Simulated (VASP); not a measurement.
# Sr3Mg (Pm-3m) in VASP: vibrations by perturbation theory with LDA

Aim: the vibrations by perturbation theory of Sr3Mg with LDA.

Everything below comes from runs of VASP 6.6.1. Logs are shortened: lines on timing, memory, paths and dates and some standing lists are left out, and cuts for length are marked.

### Step 1. The cell of the first run

Symmetry: Pm-3m, No. 221, cubic system. The conventional cell has a = 5.650 Å, b = 5.650 Å, c = 5.650 Å, α = 90.00°, β = 90.00°, γ = 90.00°. Sr (site symmetry 4/mmm) has 8 Sr at 4.00 Å and 4 Mg at 4.00 Å within 5.2 Å. Mg (site symmetry m-3m) has 12 Sr at 4.00 Å within 5.2 Å.

### Step 2. Vibrations by perturbation theory, LDA

The input, INCAR:

```
ALGO = Normal
EDIFF = 1E-8
ENCUT = 520
IBRION = 8
ISIF = 2
ISMEAR = -1
LASPH = T
LCHARG = F
LREAL = F
LWAVE = F
NELM = 80
NSW = 1
PREC = Accurate
SIGMA = 0.1
```

The input, KPOINTS:

```
k-points
0
Gamma
  6 6 6
```

The input, POSCAR:

```
Sr3Mg
1.0
    5.6502200000      0.0000000000      0.0000000000
    0.0000000000      5.6502200000      0.0000000000
    0.0000000000      0.0000000000      5.6502200000
Sr Mg
3 1
Direct
    0.5000000000      0.5000000000      0.0000000000
    0.5000000000      0.0000000000      0.5000000000
    0.0000000000      0.5000000000      0.5000000000
    0.0000000000      0.0000000000      0.0000000000
```

Potentials or basis: VASP PAW LDA potentials, release 64 (Sr_sv, Mg).

Started as:

```
$ cat potpaw_LDA.64/Sr_sv/POTCAR potpaw_LDA.64/Mg/POTCAR > POTCAR
$ mpirun -np 1 vasp_std > vasp.out
```

OUTCAR:

```text
EDIFF = 1E-8
   ENCUT = 520
   IBRION = 8
   ISIF = 2
   ISMEAR = -1
   LASPH = T
   LREAL = F
   NELM = 80
   NSW = 1
   PREC = Accurate

 ion  position               nearest neighbor table
   1  0.500  0.500  0.000-   2 4.00   3 4.00   4 4.00   2 4.00   3 4.00   2 4.00   4 4.00   2 4.00
                             3 4.00   4 4.00   3 4.00   4 4.00
   2  0.500  0.000  0.500-   1 4.00   3 4.00   4 4.00   1 4.00   4 4.00   1 4.00   3 4.00   1 4.00
                             3 4.00   4 4.00   4 4.00   3 4.00
   3  0.000  0.500  0.500-   1 4.00   2 4.00   4 4.00   1 4.00   4 4.00   2 4.00   4 4.00   4 4.00
                             1 4.00   2 4.00   1 4.00   2 4.00
   4  0.000  0.000  0.000-   1 4.00   2 4.00   3 4.00   2 4.00   3 4.00   1 4.00   3 4.00   3 4.00
                             1 4.00   2 4.00   2 4.00   1 4.00

  LATTYP: Found a simple cubic cell.
 ALAT       =     5.6502200000

  Lattice vectors:

 A1 = (   5.6502200000,   0.0000000000,   0.0000000000)
 A2 = (   0.0000000000,   5.6502200000,   0.0000000000)
 A3 = (   0.0000000000,   0.0000000000,   5.6502200000)

Analysis of symmetry for initial positions (statically):
=====================================================================
 Subroutine PRICEL returns:
 Original cell was already a primitive cell.

 Routine SETGRP: Setting up the symmetry group for a
 simple cubic supercell.

 Subroutine GETGRP returns: Found 48 space group operations
 (whereof 48 operations were pure point group operations)
 out of a pool of 48 trial point group operations.

The static configuration has the point symmetry O_h .

Analysis of symmetry for dynamics (positions and initial velocities):
=====================================================================
 Subroutine PRICEL returns:
 Original cell was already a primitive cell.
[... 649 lines left out ...]
    total drift:                                0.000000     -0.000000     -0.000000

  FREE ENERGIE OF THE ION-ELECTRON SYSTEM (eV)
  ---------------------------------------------------
  free  energy   TOTEN  =        -7.4239293713 eV

  energy  without entropy=       -7.2506377998  energy(sigma->0) =       -7.33728359

[... ionic steps 2 to 12 ...]

--------------------------------------- Ionic step       13  -------------------------------------------

 Free energy of the ion-electron system (eV)
  ---------------------------------------------------
  ---------------------------------------------------
  free energy    TOTEN  =        -0.00274473 eV

  energy without entropy =       -0.00274471

------------------------ aborting loop because EDIFF is reached ----------------------------------------

 INTERNAL STRAIN TENSOR  FOR ION    4  DIRECTION 1   (eV/Angst):
 -----------------------------------------------------------------------------
     0.00127  0.00000 -0.00000
     0.00000  0.00067  0.00000
     0.00000  0.00000  0.00067

 INTERNAL STRAIN TENSOR FOR ION    4 for displacements in x,y,z  (eV/Angst):
          X           Y           Z          XY          YZ          ZX
  --------------------------------------------------------------------------------
  x     0.00000     0.00000     0.00000     0.00000     0.00000     0.00000
  y     0.00000     0.00000     0.00000     0.00000     0.00000     0.00000
  z     0.00000     0.00000     0.00000     0.00000     0.00000     0.00000

 SECOND DERIVATIVES (NOT SYMMETRIZED)
 ------------------------------------
               1X          1Y          1Z          2X          2Y          2Z          3X          3Y          3Z          4X          4Y          4Z
  1X    -1.419118    0.000000    0.000000   -0.013521    0.000000    0.000000    1.299992    0.000000    0.000000    0.132647    0.000000    0.000000
  1Y     0.000000   -1.419118    0.000000    0.000000    1.299992    0.000000    0.000000   -0.013521    0.000000    0.000000    0.132647    0.000000
  1Z    -0.000000    0.000000   -2.967039   -0.000000   -0.000000    1.298153   -0.000000   -0.000000    1.298153   -0.000000   -0.000000    0.370733
  2X    -0.013521    0.000000    0.000000   -1.419118    0.000000    0.000000    1.299992    0.000000    0.000000    0.132647    0.000000    0.000000
  2Y     0.000000    1.298153   -0.000000    0.000000   -2.967039   -0.000000   -0.000000    1.298153    0.000000   -0.000000    0.370733   -0.000000
  2Z     0.000000    0.000000    1.299992    0.000000    0.000000   -1.419118    0.000000    0.000000   -0.013521    0.000000    0.000000    0.132647
  3X     1.298153    0.000000   -0.000000    1.298153   -0.000000   -0.000000   -2.967039    0.000000   -0.000000    0.370733   -0.000000   -0.000000
  3Y     0.000000   -0.013521    0.000000    0.000000    1.299992    0.000000    0.000000   -1.419118    0.000000    0.000000    0.132647    0.000000
  3Z     0.000000    0.000000    1.299992    0.000000    0.000000   -0.013521    0.000000    0.000000   -1.419118    0.000000    0.000000    0.132647
  4X     0.134327   -0.000000    0.000000    0.134327   -0.000000    0.000000    0.365523   -0.000000   -0.000000   -0.634177    0.000000    0.000000
  4Y    -0.000000    0.134327   -0.000000   -0.000000    0.365523   -0.000000   -0.000000    0.134327   -0.000000    0.000000   -0.634177    0.000000
  4Z    -0.000000   -0.000000    0.365523   -0.000000   -0.000000    0.134327   -0.000000   -0.000000    0.134327    0.000000    0.000000   -0.634177

 Eigenvectors and eigenvalues of the dynamical matrix
 ----------------------------------------------------

   1 f  =    3.450872 THz    21.682469 2PiTHz  115.108703 cm-1    14.271654 meV
             X         Y         Z           dx          dy          dz
      2.825110  2.825110  0.000000     0.053190   -0.359912   -0.000000
      2.825110  0.000000  2.825110     0.053190    0.824673    0.000000
      0.000000  2.825110  2.825110    -0.121875   -0.359912    0.000000
      0.000000  0.000000  0.000000     0.029360   -0.198665    0.000000
[... 71 lines left out ...]
  12 f/i=    0.001079 THz     0.006778 2PiTHz    0.035982 cm-1     0.004461 meV
             X         Y         Z           dx          dy          dz
      2.825110  2.825110  0.000000     0.003360   -0.089249    0.545011
      2.825110  0.000000  2.825110     0.003360   -0.089241    0.545057
      0.000000  2.825110  2.825110     0.003360   -0.089249    0.545057
      0.000000  0.000000  0.000000     0.001772   -0.047072    0.287475

--------------------------------------------------------------------------------------------------------

 ELASTIC MODULI CONTR FROM IONIC RELAXATION (kBar)
 Direction    XX          YY          ZZ          XY          YZ          ZX
 --------------------------------------------------------------------------------
 XX           0.0000      0.0000      0.0000      0.0000      0.0000      0.0000
 YY           0.0000      0.0000      0.0000      0.0000      0.0000      0.0000
 ZZ           0.0000      0.0000      0.0000      0.0000      0.0000      0.0000
 XY           0.0000      0.0000      0.0000      0.0000      0.0000      0.0000
 YZ           0.0000      0.0000      0.0000      0.0000      0.0000      0.0000
 ZX           0.0000      0.0000      0.0000      0.0000      0.0000      0.0000
 --------------------------------------------------------------------------------
```

OSZICAR:

```text
N       E                     dE             d eps       ncg     rms          rms(c)
DAV:   1     0.204846754808E+03    0.20485E+03   -0.14627E+04   808   0.134E+03
DAV:   2     0.118791178887E+02   -0.19297E+03   -0.18871E+03   900   0.301E+02
DAV:   3    -0.616417166959E+01   -0.18043E+02   -0.17705E+02  1360   0.683E+01
DAV:   4    -0.745874751827E+01   -0.12946E+01   -0.12762E+01  1132   0.164E+01
[... 74 lines left out ...]
RMM:   9    -0.274476041361E-02   -0.38161E-06   -0.21746E-08  3618   0.375E-04    0.123E-04
RMM:  10    -0.274471528129E-02    0.45132E-07   -0.16796E-07  3545   0.215E-04    0.337E-05
RMM:  11    -0.274473916787E-02   -0.23887E-07    0.17284E-08  3856   0.123E-04    0.283E-05
RMM:  12    -0.274473283654E-02    0.63313E-08   -0.54835E-08  3856   0.675E-05    0.347E-05
 Linear response finished
```

stdout:

```text
POSCAR found type information on POSCAR SrMg
 POSCAR found :  2 types and       4 ions
 scaLAPACK will be used
 LDA part: xc-table for (Slater(with rela. corr.)+CA(PZ))
 , standard interpolation
 POSCAR, INCAR and KPOINTS ok, starting setup
 FFT: planning ... GRIDC
 FFT: planning ... GRID_SOFT
 FFT: planning ... GRID
 WAVECAR not read
 entering main loop
 Linear response reoptimize wavefunctions to high precision
 Linear response DOF=           3
 Linear response progress:
 first order change of Fermi-energy  -0.20411E-04
 force on displaced ion       1 direction 1 :  -1.419   0.000   0.000
 Linear response progress:
 first order change of Fermi-energy   0.23561E-04
 force on displaced ion       1 direction 3 :  -0.000  -0.000  -2.967
 Linear response progress:
 first order change of Fermi-energy   0.24712E-04
 force on displaced ion       4 direction 1 :  -0.634   0.000  -0.000
 Linear response finished
```

Run time: 27 min. Hardware: 1 thread of AMD EPYC 7R13, shared host; peak memory 0.59 GiB.

Results:

```yaml
Highest_phonon_frequency_at_Γ: 115 cm⁻¹
```

Phonon frequencies in cm⁻¹ (negative: imaginary):
```
              q point                          frequencies
(0.000, 0.000, 0.000)  0 0 0 66 66 66 87 87 87 115 115 115
```

Caveat: the cell stands under pressure or tension, which shifts response properties.
